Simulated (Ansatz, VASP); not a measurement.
# Sn: VASP beside Ansatz

INCAR

```
SYSTEM = Sn
PREC = Accurate
ENCUT = 520
EDIFF = 1E-6
ISMEAR = -1
SIGMA = 0.05
LREAL = .False.
LASPH = .True.
NELM = 80
ALGO = Fast
ISIF = 2
LWAVE = .False.
LCHARG = .False.
NBANDS = 13
```

KPOINTS

```
regular mesh
0
Gamma
  11 11 11
  0 0 0
```

Contents of POSCAR:

```
Sn
1.0
   -1.7265390000      1.7755470000      2.3383420000
    1.7265390000     -1.7755470000      2.3383420000
    1.7265390000      1.7755470000     -2.3383420000
Sn
1
Direct
    0.0000000000      0.0000000000      0.0000000000
```

File input.yaml:

```yaml
crystal:
  lattice:
    - [-1.726539, 1.775547, 2.338342]
    - [1.726539, -1.775547, 2.338342]
    - [1.726539, 1.775547, -2.338342]
  atoms:
    - { symbol: Sn, position: [0.0, 0.0, 0.0] }
kpoints:
  mp_grid: { grid: [11, 11, 11] }
  band_path:
    path:
      - [0.0, 0.0, 0.0]
      - [-0.3862939988, 0.3862939988, 0.3862939988]
      - [-0.2804352521, 0.2804352521, 0.4921527456]
      - [0.0, 0.0, 0.5]
      - [0.25, 0.25, 0.25]
      - [0.0, 0.5, 0.0]
      - [0.3862939988, 0.6137060012, -0.3862939988]
      - [0.5, 0.5, -0.5]
    npoints: 12
scf:
  occupations: { method: fermi_dirac, width: 0.05 }
hamiltonian:
  xc: lda
  pseudopotentials: { kind: all_electron, lapw: { basis_error: 0.001 } }
output:
  forces: true
  stress: true
  eigenvalues: true
```

Alike in both runs: functional LDA; k mesh 11 × 11 × 11; occupations fermi-dirac, width 0.05 eV; no spin polarisation.

|  | VASP | Ansatz |
| --- | --- | --- |
| version | VASP 6.6.1 | Ansatz 0.2.0 |
| potentials or method | VASP PAW LDA potentials, release 64 (Sn_d), cutoff 520 eV | all-electron LAPW, scalar-relativistic |
| task | single point | band structure |

VASP gave:

| Property | Result |
| --- | --- |
| gap on the k mesh at the Fermi level (eV) | none |
| pressure (GPa) | -4.8 |
| traceless stress, the component that is largest in VASP (GPa) | -0.98 |

Task: Which values does Ansatz return?

Result: gap on the k mesh at the Fermi level (eV): none; pressure (GPa): -4.8; traceless stress, the component that is largest in VASP (GPa): -0.99.

LDA's correlation is that of Perdew and Zunger in VASP and of Perdew and Wang (1992) in Ansatz. A gap of «none» marks a metal or a gap that the smearing closes. Ansatz ran all-electron here, and VASP with PAW potentials.
